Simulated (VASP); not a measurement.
Wanted: the native input for a VASP 6.6.1 run.

```
Task                   : single point
Functional             : PBE
Dispersion             : D3(BJ)
Potentials or basis    : VASP PAW PBE potentials, release 64 (W_sv, S)
Cutoff                 : 520 eV
k mesh                 : 12 × 12 × 4
Occupations            : gaussian, width 0.05 eV
Spin                   : no spin polarisation
Dipole correction      : no
Further INCAR settings : ALGO = Normal; EDIFF = 1e-06; NBANDS = 35
```

The structure of WS2 lies in POSCAR:

```
WS2
1.0
    3.1542061832      0.0000000000      0.0000000000
   -1.5771030916      2.7316226834      0.0000000000
    0.0000000000      0.0000000000     12.1399091344
W S
2 4
Direct
    0.3333333333      0.6666666667      0.2500000000
    0.6666666667      0.3333333333      0.7500000000
    0.3333333333      0.6666666667      0.6449993025
    0.6666666667      0.3333333333      0.1202874207
    0.3333333333      0.6666666667      0.8797125793
    0.6666666667      0.3333333333      0.3797125793
```

This cell differs from its parent crystal: atom 3 (S) moved by (+0.000, +0.300) A along y and z.

The input as run:

INCAR

```
SYSTEM = WS2
PREC     = Accurate       ! precision mode
ENCUT    = 520            ! plane-wave cutoff, eV
EDIFF    = 1E-6           ! SCF threshold, eV
ISMEAR   = 0              ! smearing method
SIGMA    = 0.05           ! smearing width, eV
LREAL    = .FALSE.        ! projectors in reciprocal space
LASPH    = .TRUE.         ! aspherical terms in the spheres
NELM     = 100            ! most SCF steps
ALGO     = Normal         ! electronic algorithm
ISIF     = 2              ! what is computed and relaxed
LWAVE    = .FALSE.        ! write WAVECAR
LCHARG   = .FALSE.        ! write CHGCAR
GGA      = PE             ! functional
IVDW     = 12             ! dispersion correction
NBANDS   = 35             ! bands
```

KPOINTS

```
regular mesh
0
G
  12 12 4
  0 0 0
```

Potentials or basis: VASP PAW PBE potentials, release 64 (W_sv, S).

Run with:

```sh
$ cat potpaw_PBE.64/W_sv/POTCAR potpaw_PBE.64/S/POTCAR > POTCAR
$ mpirun -np 1 vasp_std > vasp.out
```

Results of the run:

| Item | Value |
| --- | --- |
| Pressure | 10.7 GPa |
| Largest force | 7.160 eV/Å |
| Band gap on the k mesh | zero (bands 26 and 27 overlap by 0.10 eV) |
| Dispersion energy per atom | -0.435 eV |

Caveat: the cell differs from its parent crystal (atom 3 (S) moved by (+0.000, +0.300) A along y and z); the cell stands under pressure; spin-orbit coupling is left out, which moves the levels of the heavy elements; forces of over 1 eV/Å act on the atoms, so gaps and moduli don't describe the material at rest.

Run time: 5.7 min on 1 thread of Intel Xeon 8259CL (shared host), peak memory 0.36 GiB.
